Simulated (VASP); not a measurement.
Crystal: KNbMo3.

```xyz
5
Lattice="4.3458 0.0000 0.0000 0.0000 4.3458 0.0000 0.0000 0.0000 4.4003" Properties=species:S:1:pos:R:3 pbc="T T T"
K     0.0000    0.0000    0.0000
Nb    2.1729    2.1729    2.2661
Mo    2.1729    2.1729    4.2903
Mo    0.0000    2.1729    2.1341
Mo    2.1729    0.0000    2.1341
```

* Program: VASP 6.6.1
* Task: relaxation of cell and atoms
* Functional: PBE
* Potentials or basis: VASP PAW PBE potentials, release 64 (K_sv, Nb_sv, Mo_sv)
* Cutoff: 600 eV
* k mesh: 4 × 4 × 4
* Occupations: gaussian, width 0.1 eV
* Spin: no spin polarisation

At the start: pressure 64.5 GPa; volume 16.62 Å³/atom.

Where does the relaxation end?

Over 45 steps the energy falls by 1876.9 meV/atom and the volume is 22.53 Å³/atom (+35.6 %); space group P4mm (No. 99, to 0.05 Å).

Step by step:
```csv
step,energy change (eV),largest force (eV/Å),pressure (GPa),volume (Å³)
1,0.0000,7.3801,64.50,83.10
3,-5.0032,2.6277,-0.94,120.07
5,-5.0583,2.4922,2.17,115.14
7,-5.2322,0.6804,-1.99,119.82
9,-5.2793,0.5774,0.41,116.11
11,-5.4018,1.0176,0.68,115.58
13,-5.6322,1.0576,3.55,112.98
15,-5.6521,1.0576,2.85,113.35
17,-5.6737,1.0440,2.93,113.35
19,-5.7787,1.1161,3.24,113.37
21,-5.9963,0.1995,4.49,113.41
23,-6.0853,0.7261,3.56,113.40
25,-6.2320,0.2981,2.99,113.94
27,-6.6410,0.6361,-0.67,117.32
29,-6.7350,0.4525,-0.62,117.06
31,-7.4765,1.6090,1.30,111.76
33,-8.0472,0.9385,3.82,107.26
35,-8.6129,2.2517,-1.33,110.07
37,-9.2716,0.3458,2.83,106.46
39,-9.3191,0.6883,-0.70,109.88
41,-9.3756,0.2422,0.55,110.61
43,-9.3824,0.1986,-0.52,112.65
45,-9.3844,0.0268,-0.03,112.66
```

Final structure:
```
K Nb Mo
1.0
     4.16411    0.00000    0.00000
     0.00000    4.16411    0.00000
     0.00000    0.00000    6.49741
K Nb Mo
1 1 3
Direct
  0.00000 0.00000 0.89526
  0.50000 0.50000 0.63373
  0.50000 0.50000 0.16128
  0.00000 0.50000 0.38486
  0.50000 0.00000 0.38486
```

Caveat: the k points lie up to 0.38 Å⁻¹ apart in the final cell; the volume moved by over 15 % at a fixed basis, so the end points are rough.
